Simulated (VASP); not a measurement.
# CoSi (rocksalt type) (Fm-3m) in VASP: notebook

The runs below take CoSi (rocksalt type) through single point, relaxation of cell and atoms, with PBE.

All numbers are computed with VASP 6.6.1; they aren't measurements. Logs are shortened: lines on timing, memory, paths and dates and some standing lists are left out, and cuts for length are marked.

## (1) The cell of the first run

It takes space group Fm-3m (No. 225, cubic). Conventional cell: a = 4.149 Å, b = 4.149 Å, c = 4.149 Å, α = 90.00°, β = 90.00°, γ = 90.00°. Co (site symmetry m-3m) has 6 Si at 2.07 Å within 2.7 Å. Si (site symmetry m-3m) has 6 Co at 2.07 Å within 2.7 Å.

## (2) Single point, PBE

INCAR reads:

```
PREC     = Accurate       # precision mode
ENCUT    = 520            # plane-wave cutoff, eV
EDIFF    = 1E-6           # SCF threshold, eV
ISMEAR   = -1             # smearing method
SIGMA    = 0.1            # smearing width, eV
LREAL    = False          # projectors in reciprocal space
LASPH    = True           # aspherical terms in the spheres
NELM     = 80             # most SCF steps
ALGO     = Normal         # electronic algorithm
ISIF     = 2              # what is computed and relaxed
LWAVE    = False          # write WAVECAR
LCHARG   = False          # write CHGCAR
GGA      = PE             # functional
NBANDS   = 14             # bands
```

KPOINTS reads:

```
Automatic mesh
0
Gamma
  16 16 16
```

POSCAR reads:

```
CoSi
1.0
    0.0000000000      2.0743209116      2.0743209116
    2.0743209116      0.0000000000      2.0743209116
    2.0743209116      2.0743209116      0.0000000000
Co Si
1 1
Direct
    0.0000000000      0.0000000000      0.0000000000
    0.5000000000      0.5000000000      0.5000000000
```

Potentials or basis: VASP PAW PBE potentials, release 64 (Co, Si).

Run with:

```console
$ cat potpaw_PBE.64/Co/POTCAR potpaw_PBE.64/Si/POTCAR > POTCAR
$ mpirun -np 1 vasp_std > vasp.out
```

OUTCAR:

```text
PREC = Accurate
   ENCUT = 520
   EDIFF = 1E-6
   ISMEAR = -1
   LREAL = False
   LASPH = True
   NELM = 80
   ISIF = 2
   GGA = PE

 ion  position               nearest neighbor table
   1  0.000  0.000  0.000-   2 2.07   2 2.07   2 2.07   2 2.07   2 2.07   2 2.07
   2  0.500  0.500  0.500-   1 2.07   1 2.07   1 2.07   1 2.07   1 2.07   1 2.07

  LATTYP: Found a face centered cubic cell.
 ALAT       =     4.1486418232

  Lattice vectors:

 A1 = (   0.0000000000,   2.0743209116,   2.0743209116)
 A2 = (   2.0743209116,   0.0000000000,   2.0743209116)
 A3 = (   2.0743209116,   2.0743209116,   0.0000000000)

Analysis of symmetry for initial positions (statically):
=====================================================================
 Subroutine PRICEL returns:
 Original cell was already a primitive cell.

 Routine SETGRP: Setting up the symmetry group for a
 face centered cubic supercell.

 Subroutine GETGRP returns: Found 48 space group operations
 (whereof 48 operations were pure point group operations)
 out of a pool of 48 trial point group operations.

The static configuration has the point symmetry O_h .

Analysis of symmetry for dynamics (positions and initial velocities):
=====================================================================
 Subroutine PRICEL returns:
 Original cell was already a primitive cell.

 Routine SETGRP: Setting up the symmetry group for a
 face centered cubic supercell.

 Subroutine GETGRP returns: Found 48 space group operations
 (whereof 48 operations were pure point group operations)
 out of a pool of 48 trial point group operations.

The dynamic configuration has the point symmetry O_h .

 Subroutine INISYM returns: Found 48 space group operations
 (whereof 48 operations are pure point group operations),
 and found     1 'primitive' translations

----------------------------------------------------------------------------------------

                                     Primitive cell

  volume of cell :      17.8508

  direct lattice vectors                    reciprocal lattice vectors
     0.000000000  2.074320912  2.074320912    -0.241042742  0.241042742  0.241042742
     2.074320912  0.000000000  2.074320912     0.241042742 -0.241042742  0.241042742
     2.074320912  2.074320912  0.000000000     0.241042742  0.241042742 -0.241042742

  length of vectors
     2.933532766  2.933532766  2.933532766     0.417498276  0.417498276  0.417498276

  position of ions in fractional coordinates (direct lattice)
     0.000000000  0.000000000  0.000000000
     0.500000000  0.500000000  0.500000000

  ion indices of the primitive-cell ions
   primitive index   ion index
                 1           1
                 2           2

----------------------------------------------------------------------------------------

 KPOINTS: Automatic mesh

Automatic generation of k-mesh.
 Grid dimensions read from file:
 generate k-points for:   16   16   16

 Generating k-lattice:

  Cartesian coordinates                     Fractional coordinates (reciprocal lattice)
    -0.015065171  0.015065171  0.015065171     0.062500000  0.000000000  0.000000000
     0.015065171 -0.015065171  0.015065171     0.000000000  0.062500000  0.000000000
     0.015065171  0.015065171 -0.015065171     0.000000000  0.000000000  0.062500000

  Length of vectors
     0.026093642  0.026093642  0.026093642

  Shift w.r.t. Gamma in fractional coordinates (k-lattice)
     0.000000000  0.000000000  0.000000000

 Subroutine IBZKPT returns following result:
 ===========================================

 Found    145 irreducible k-points:

 Following reciprocal coordinates:
            Coordinates               Weight
  0.000000  0.000000  0.000000      1.000000
  0.062500  0.000000  0.000000      8.000000
  0.125000  0.000000  0.000000      8.000000
  0.187500  0.000000  0.000000      8.000000
  0.250000  0.000000  0.000000      8.000000
  0.312500  0.000000  0.000000      8.000000
[... 16 lines left out ...]
 -0.125000  0.062500  0.000000     24.000000
 -0.062500  0.062500  0.000000     12.000000
 [... further k-points ...]
   k-points           NKPTS =    145   k-points in BZ     NKDIM =    145   number of bands    NBANDS=     14
   number of dos      NEDOS =    301   number of ions     NIONS =      2
   total plane-waves  NPLWV =  13824
   dimension x,y,z NGX =    24 NGY =   24 NGZ =   24
   dimension x,y,z NGXF=    48 NGYF=   48 NGZF=   48
   ions per type =               1   1
   NGX,Y,Z   is equivalent  to a cutoff of  13.60, 13.60, 13.60 a.u.
   NGXF,Y,Z  is equivalent  to a cutoff of  27.20, 27.20, 27.20 a.u.
 SYSTEM =  unknown system
   PREC   = accura    normal or accurate (medium, high low for compatibility)
   ISTART =      0    job   : 0-new  1-cont  2-samecut
   ICHARG =      2    charge: 1-file 2-atom 10-const
   ISPIN  =      1    spin polarized calculation?
   LNONCOLLINEAR =      F non collinear calculations
   LSORBIT =      F    spin-orbit coupling
   LASPH  =      T    aspherical Exc in radial PAW
   ENCUT  =  520.0 eV  38.22 Ry    6.18 a.u.   5.45  5.45  5.45*2*pi/ulx,y,z
   NELM   =     80;   NELMIN=  2; NELMDL= -5     # of ELM steps
   EDIFF  = 0.1E-05   stopping-criterion for ELM
   LREAL  =      F    real-space projection
   EDIFFG = 0.1E-04   stopping-criterion for IOM
   NSW    =      0    number of steps for IOM
   IBRION =     -1    ionic relax: 0-MD 1-quasi-New 2-CG
   NFREE  =      0    steps in history (QN), initial steepest desc. (CG)
   ISIF   =      2    stress and relaxation
   ISYM   =      2    0-nonsym 1-usesym 2-fastsym
   POTIM  = 0.5000    time-step for ionic-motion
   TEBEG  =    0.0;   TEEND  =   0.0 temperature during run
   PSTRESS=    0.0 pullay stress
   NELECT =      13.0000    total number of electrons
   NUPDOWN=      -1.0000    fix difference up-down
   EMIN   =  10.00;   EMAX   =-10.00  energy-range for DOS
   EFERMI =   0.00;   METHOD = LEGACY
   ISMEAR =    -1;   SIGMA  =   0.10  broadening in eV -4-tet -1-fermi 0-gaus
   EFERMI_NEDOS =   21; number of points for ismear=-14 and -15
   IALGO  =     38    algorithm
   IMIX   =      4    mixing-type and parameters
     AMIX     =   0.40;   BMIX     =  1.00
     AMIX_MAG =   1.60;   BMIX_MAG =  1.00
  volume/ion in A,a.u.               =       8.93        60.23
  Fermi-wavevector in a.u.,A,eV,Ry     =   1.472889  2.783357 29.516504  2.169402
  Thomas-Fermi vector in A             =   2.587849
   LORBIT       =      0    0 simple, 1 ext, 2 COOP (PROOUT), +10 PAW based schemes
   GGA     = PE    functional components
   LHFCALC =     F    Hartree Fock is set to
   AEXX    =    0.0000 exact exchange contribution
   IVDW    =     0    specifies the selected vdW correction
   LEPSILON=     F    determine dielectric tensor
   LRPA    =     F    only Hartree local field effects (RPA)
 non-spin polarized calculation
  energy-cutoff  :      520.00
  volume of cell :       17.85
 maximum number of plane-waves:       531
 NGX is ok and might be reduce to    24
   NGX = 11   NGY = 11   NGZ = 11

 number of electron      13.0000001 magnetization

 Free energy of the ion-electron system (eV)
  ---------------------------------------------------
  ext. energy  EPLUGINS =         0.00000000
  ---------------------------------------------------
  free energy    TOTEN  =       -10.22226521 eV

  energy without entropy =      -10.19232221  energy(sigma->0) =      -10.20729371

 E-fermi :  15.6554     XC(G=0): -13.8228

 val. band max:       15.6431435053   @ k =  -0.4375   0.5000   0.0625
 cond. band min:      15.6568285414   @ k =  -0.3125   0.1875   0.0625
 fundamental gap:      0.0136850362
 Fermi energy:        15.6553703871

 k-point     1 :       0.0000    0.0000    0.0000
  band No.  band energies     occupation
      1       0.3194      2.00000
      2      12.0813      2.00000
      3      12.0813      2.00000
      4      12.0813      2.00000
      5      12.3991      2.00000
      6      12.3991      2.00000
      7      21.9677      0.00000
      8      21.9677      0.00000
      9      21.9677      0.00000
     10      27.8435      0.00000
     11      28.1198      0.00000
     12      28.1198      0.00000
     13      28.1198      0.00000
     14      34.0768      0.00000

 k-point     2 :       0.0625    0.0000    0.0000
  band No.  band energies     occupation
      1       0.4244      2.00000
      2      11.9914      2.00000
      3      12.1060      2.00000
      4      12.1060      2.00000
      5      12.3682      2.00000
      6      12.3682      2.00000
      7      21.5353      0.00000
      8      22.0408      0.00000
      9      22.0408      0.00000
     10      26.8784      0.00000
     11      28.1669      0.00000
     12      28.1669      0.00000
     13      29.4334      0.00000
     14      33.1519      0.00000

 k-point     3 :       0.1250    0.0000    0.0000
  band No.  band energies     occupation
      1       0.7370      2.00000
      2      11.7221      2.00000
      3      12.0538      2.00000
      4      12.0538      2.00000
      5      12.4128      2.00000
      6      12.4128      2.00000
      7      20.4430      0.00000
      8      22.2356      0.00000
      9      22.2356      0.00000
     10      26.1550      0.00000
     11      28.2393      0.00000
     12      28.2393      0.00000
     13      30.8905      0.00000
     14      31.8575      0.00000
[... 324 lines left out ...]
 k-point    23 :      -0.1250    0.0625    0.0000
  band No.  band energies     occupation
      1       0.9777      2.00000
      2      11.5630      2.00000
      3      11.9175      2.00000
      4      11.9943      2.00000
      5      12.3646      2.00000
      6      12.6172      2.00000
      7      20.0656      0.00000
      8      21.3468      0.00000
      9      22.9912      0.00000
     10      26.0525      0.00000
     11      28.0552      0.00000
     12      28.2150      0.00000
     13      30.1217      0.00000
     14      31.8592      0.00000

 k-point    24 :      -0.0625    0.0625    0.0000
  band No.  band energies     occupation
      1       0.5983      2.00000
      2      11.8642      2.00000
      3      12.0601      2.00000
      4      12.1827      2.00000
      5      12.2225      2.00000
      6      12.4488      2.00000
      7      21.1897      0.00000
      8      21.5161      0.00000
      9      22.4705      0.00000
     10      26.4270      0.00000
     11      28.1881      0.00000
     12      28.2149      0.00000
     13      30.4791      0.00000
     14      31.5383      0.00000

 [... further k-points ...]

------------------------ aborting loop because EDIFF is reached ----------------------------------------

  FORCE on cell =-STRESS in cart. coord.  units (eV):
  Direction    XX          YY          ZZ          XY          YZ          ZX
  --------------------------------------------------------------------------------------
  -------------------------------------------------------------------------------------
  Total       13.5170953     13.5170953     13.5170953      0.0000000      0.0000000     -0.0000000
  in kB     1213.2103993   1213.2103993   1213.2103993      0.0000000      0.0000000     -0.0000000
  external PRESSURE =    1213.2103993 kB  Pullay stress =       0.0000000 kB

 VOLUME and BASIS-vectors are now :
 -----------------------------------------------------------------------------
  energy-cutoff  :      520.00
  volume of cell :       17.85
      direct lattice vectors                 reciprocal lattice vectors
     0.000000000  2.074320912  2.074320912    -0.241042742  0.241042742  0.241042742
     2.074320912  0.000000000  2.074320912     0.241042742 -0.241042742  0.241042742
     2.074320912  2.074320912  0.000000000     0.241042742  0.241042742 -0.241042742

 POSITION                                       TOTAL-FORCE (eV/Angst)
 -----------------------------------------------------------------------------------
      0.00000      0.00000      0.00000         0.000000     -0.000000     -0.000000
      2.07432      2.07432      2.07432         0.000000      0.000000      0.000000
 -----------------------------------------------------------------------------------
    total drift:                                0.000000     -0.000000     -0.000000

  FREE ENERGIE OF THE ION-ELECTRON SYSTEM (eV)
  ---------------------------------------------------
  free  energy   TOTEN  =       -10.2222652149 eV

  energy  without entropy=      -10.1923222075  energy(sigma->0) =      -10.20729371
```

Run time: 28 s. Hardware: 1 thread of Intel Xeon 6975P-C (Granite Rapids), shared host; peak memory 0.17 GiB.

Results:

```
Free energy : -10.2223 eV
Pressure    : 121.3 GPa
```

Spin polarisation is off, so any magnetic state and its effect on volume and gap are missing.

## (3) Single point, PBE

INCAR reads:

```
SYSTEM = CoSi
PREC = Accurate
ENCUT = 520
EDIFF = 1E-6
ISMEAR = -1
SIGMA = 0.1
LREAL = .False.
LASPH = .True.
NELM = 60
ALGO = Normal
ISIF = 2
LWAVE = .False.
LCHARG = .True.
GGA = PE
LELF = .True.
LVHAR = .True.
NBANDS = 14
```

KPOINTS reads:

```
regular mesh
0
Gamma
  16 16 16
  0 0 0
```

POSCAR is that of step 2.

Potentials or basis: VASP PAW PBE potentials, release 64 (Co, Si).

Run with:

```console
$ cat potpaw_PBE.64/Co/POTCAR potpaw_PBE.64/Si/POTCAR > POTCAR
$ mpirun -np 1 vasp_std > vasp.out
```

It took 28 s on 1 thread of Intel Xeon 6975P-C (Granite Rapids), shared host; peak memory 0.17 GiB.

The run converged. Its results:

* Free energy: -10.2223 eV
* Pressure: 121.3 GPa

Levels at points of the mesh, in eV from the Fermi level:
```tsv
k point	band 4	band 5	band 6	band 7	band 8	band 9
(0.00, 0.00, 0.00)	-3.57	-3.26	-3.26	6.31	6.31	6.31
(0.50, 0.00, 0.00)	-4.67	-1.69	-1.69	-0.35	7.44	7.44
(0.50, 0.50, 0.00)	-2.46	-1.28	-1.28	0.01	0.01	0.41
```

## (4) Relaxation of cell and atoms, PBE, target pressure 120 GPa, at which the enthalpy is minimised

This run uses another cell than the first one, of 8.88 Å³/atom, 0.995 times its volume.

INCAR reads:

```
ALGO = Normal ; EDIFF = 1E-6
EDIFFG = -0.005 ; ENCUT = 600
GGA = PE ; IBRION = 2
ISIF = 3 ; ISMEAR = -1
LASPH = True ; LCHARG = False
LREAL = False ; LWAVE = False
NELM = 60 ; NSW = 60
PREC = Accurate ; PSTRESS = 1200.0
SIGMA = 0.1
```

KPOINTS reads:

```
k-points
0
Gamma
  16 16 16
```

POSCAR reads:

```
CoSi
1.0
    0.0000000000      2.0708591598      2.0708591598
    2.0708591598      0.0000000000      2.0708591598
    2.0708591598      2.0708591598      0.0000000000
Co Si
1 1
Direct
    0.0000000000      0.0000000000      0.0000000000
    0.5000000000      0.5000000000      0.5000000000
```

Potentials or basis: VASP PAW PBE potentials, release 64 (Co, Si).

Run with:

```console
$ cat potpaw_PBE.64/Co/POTCAR potpaw_PBE.64/Si/POTCAR > POTCAR
$ mpirun -np 1 vasp_std > vasp.out
```

OUTCAR:

```text
EDIFF = 1E-6
   EDIFFG = -0.005
   ENCUT = 600
   GGA = PE
   IBRION = 2
   ISIF = 3
   ISMEAR = -1
   LASPH = True
   LREAL = False
   NELM = 60
   NSW = 60
   PREC = Accurate
   PSTRESS = 1200.0

 ion  position               nearest neighbor table
   1  0.000  0.000  0.000-   2 2.07   2 2.07   2 2.07   2 2.07   2 2.07   2 2.07
   2  0.500  0.500  0.500-   1 2.07   1 2.07   1 2.07   1 2.07   1 2.07   1 2.07

  LATTYP: Found a face centered cubic cell.
 ALAT       =     4.1417183196

  Lattice vectors:

 A1 = (   0.0000000000,   2.0708591598,   2.0708591598)
 A2 = (   2.0708591598,   0.0000000000,   2.0708591598)
 A3 = (   2.0708591598,   2.0708591598,   0.0000000000)

Analysis of symmetry for initial positions (statically):
[... 260 lines left out ...]

 val. band max:       15.6019808163   @ k =  -0.4375   0.5000   0.0625
 cond. band min:      15.6147126016   @ k =  -0.3125   0.1875   0.0625
 fundamental gap:      0.0127317852
 Fermi energy:        15.6138466906

 k-point     1 :       0.0000    0.0000    0.0000
  band No.  band energies     occupation
      1       0.2997      2.00000
      2      12.0529      2.00000
      3      12.0529      2.00000
      4      12.0529      2.00000
      5      12.3687      2.00000
      6      12.3687      2.00000
      7      21.9132      0.00000
      8      21.9132      0.00000
      9      21.9132      0.00000
     10      27.8036      0.00000
[... 287 lines left out ...]
 k-point    24 :      -0.0625    0.0625    0.0000
  band No.  band energies     occupation
      1       0.5781      2.00000
      2      11.8364      2.00000
      3      12.0312      2.00000
      4      12.1540      2.00000
      5      12.1923      2.00000
      6      12.4184      2.00000
      7      21.1357      0.00000
      8      21.4624      0.00000
      9      22.4152      0.00000
     10      26.3813      0.00000

 [... further k-points ...]

------------------------ aborting loop because EDIFF is reached ----------------------------------------

  FORCE on cell =-STRESS in cart. coord.  units (eV):
  Direction    XX          YY          ZZ          XY          YZ          ZX
  --------------------------------------------------------------------------------------
  -------------------------------------------------------------------------------------
  Total       13.4014270     13.4014270     13.4014270     -0.0000000     -0.0000000     -0.0000000
  in kB     1200.3090137   1200.3090137   1200.3090137     -0.0000000     -0.0000000     -0.0000000
  external PRESSURE =       0.3090137 kB  Pullay stress =    1200.0000000 kB
[... 21 lines left out ...]
  energy  without entropy=      -10.2205190216  energy(sigma->0) =      -10.23553238

  enthalpy is  TOTEN    =         3.1474311164 eV   P V=       13.3979768537

 reached required accuracy - stopping structural energy minimisation
```

OSZICAR:

```text
N       E                     dE             d eps       ncg     rms          rms(c)
DAV:   1     0.539174540880E+02    0.53917E+02   -0.64920E+03  2940   0.161E+03
DAV:   2    -0.895147125911E+01   -0.62869E+02   -0.59644E+02  2916   0.239E+02
[... 23 lines left out ...]
DAV:   1    -0.103446608990E+02    0.24337E+00   -0.15652E+00  3162   0.256E+01    0.321E+00
DAV:   2    -0.103855674808E+02   -0.40907E-01   -0.23886E+00  3232   0.289E+01    0.283E+00
DAV:   3    -0.102541539739E+02    0.13141E+00   -0.87701E-01  3242   0.179E+01    0.585E-01
DAV:   4    -0.102506078557E+02    0.35461E-02   -0.12459E-02  3130   0.122E+00    0.134E-01
DAV:   5    -0.102505448461E+02    0.63010E-04   -0.55622E-04  4172   0.378E-01    0.681E-02
DAV:   6    -0.102505462142E+02   -0.13681E-05   -0.42583E-05  4236   0.737E-02    0.866E-03
DAV:   7    -0.102505457373E+02    0.47690E-06   -0.15423E-06  1944   0.207E-02
   3 F= 0.31474311E+01 E0= 0.31624445E+01  d E =-.167129E-02
```

Run time: 40 s. Hardware: 1 thread of Intel Xeon 6975P-C (Granite Rapids), shared host; peak memory 0.17 GiB.

Results:

```yaml
Free_energy: -10.2505 eV
Relaxed_volume: 8.94 Å³/atom
Relaxed_cell: a = 2.936 Å, b = 2.936 Å, c = 2.936 Å, α = 60.00°, β = 60.00°, γ = 60.00°
Space_group_after_relaxing_to_0.05_Å: Fm-3m (No. 225)
Energy_change_on_relaxing_the_enthalpy_is_what_falls: -48.3 meV/atom
Ionic_steps: 3
Pressure_after_relaxing: 120.0 GPa
```

Step by step:
```tsv
step	energy change (eV)	largest force (eV/Å)	pressure (GPa)	volume (Å³)
1	0.0000	0.0000	124.22	17.76
2	-0.4341	0.0000	104.73	18.37
3	-0.0966	0.0000	120.03	17.89
```

Final structure:
```
CELL_PARAMETERS angstrom
0.00000 2.07577 2.07577
2.07577 0.00000 2.07577
2.07577 2.07577 0.00000
ATOMIC_POSITIONS crystal
Co 0.00000 0.00000 0.00000
Si 0.50000 0.50000 0.50000
```

Caveat: the cell is relaxed towards a set pressure, so the enthalpy falls and the energy may rise. Spin polarisation is off, so any magnetic state and its effect on volume and gap are missing.
